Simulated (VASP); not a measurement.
Crystal: HoGeF4.

```
Ho Ge F
1.0
     3.63607   -3.68305    0.00000
     3.63607    3.68305    0.00000
     0.00000    0.00000    3.41800
Ho Ge F
1 1 4
Direct
  0.50000 0.50000 0.50000
  0.00000 0.00000 0.00000
  0.19841 0.19841 0.50000
  0.80159 0.80159 0.50000
  0.69764 0.30236 0.00000
  0.30236 0.69764 0.00000
```

The cell was generated, and may not be a known phase.

| Item | Value |
| --- | --- |
| Program | VASP 6.6.1 |
| Task | relaxation of cell and atoms |
| Functional | PBE |
| Potentials or basis | VASP PAW PBE potentials, release 64 (Ho_3, Ge_d, F), 4f in core |
| Cutoff | 600 eV |
| k mesh | 4 × 4 × 6 |
| Occupations | gaussian, width 0.1 eV |
| Spin | no spin polarisation |

At the start: pressure 10.2 GPa; volume 15.26 Å³/atom.

Problem. How do energy, volume and symmetry change on relaxing?

Solution. Over 34 steps the energy falls by 199.5 meV/atom and the volume is 19.89 Å³/atom (+30.4 %); space group Cmmm (No. 65, to 0.1 Å) before and after.

Step by step:
```csv
step,energy change (eV),largest force (eV/Å),pressure (GPa),volume (Å³)
1,0.0000,0.8442,10.22,91.55
2,-0.5194,1.2167,-1.40,104.99
3,-0.5204,1.2301,-1.77,105.63
4,-0.6944,1.0065,-0.69,105.76
5,-0.7288,0.7760,0.21,105.82
6,-0.8523,0.2529,0.42,106.27
7,-0.8646,0.1237,0.69,106.46
8,-0.8647,0.1329,0.69,106.44
9,-0.8856,0.1202,-0.02,107.73
10,-0.8953,0.3763,-0.72,109.21
11,-0.9066,0.3898,-0.64,109.46
12,-0.9435,0.4272,-0.42,110.17
13,-1.0172,0.5404,-0.01,111.46
14,-1.0449,0.8247,0.88,113.55
15,-1.0623,0.6855,0.52,112.81
16,-1.1036,0.5416,0.63,113.84
17,-1.1319,0.4238,0.89,115.52
18,-1.1584,0.3557,0.51,116.58
19,-1.1865,0.1723,-0.32,119.22
20,-1.1866,0.1646,-0.36,119.34
21,-1.1889,0.0752,0.09,118.87
22,-1.1889,0.0750,0.12,118.84
23,-1.1896,0.0544,0.04,118.97
24,-1.1910,0.0172,-0.17,119.34
25,-1.1898,0.1424,-0.55,120.10
26,-1.1912,0.0434,-0.26,119.54
27,-1.1915,0.0430,-0.27,119.55
28,-1.1923,0.0418,-0.25,119.58
29,-1.1939,0.0434,-0.26,119.63
30,-1.1958,0.0635,-0.22,119.72
31,-1.1959,0.0812,-0.19,119.76
32,-1.1959,0.0746,-0.20,119.75
33,-1.1967,0.0336,-0.11,119.58
34,-1.1972,0.0223,0.02,119.36
```

Final structure:
```
CELL_PARAMETERS angstrom
3.80644 -4.49728 0.00000
3.80644 4.49728 0.00000
0.00000 0.00000 3.48615
ATOMIC_POSITIONS crystal
Ho 0.50000 0.50000 0.50000
Ge 0.00000 0.00000 0.00000
F 0.21390 0.21390 0.50000
F 0.78610 0.78610 0.50000
F 0.64637 0.35363 0.00000
F 0.35363 0.64637 0.00000
```

Caveat: the volume moved by over 15 % at a fixed basis, so the end points are rough; an odd number of electrons without spin polarisation forces a metal; a magnetic or distorted state may lie lower; the run has no spin polarisation, though such a crystal can be magnetic.
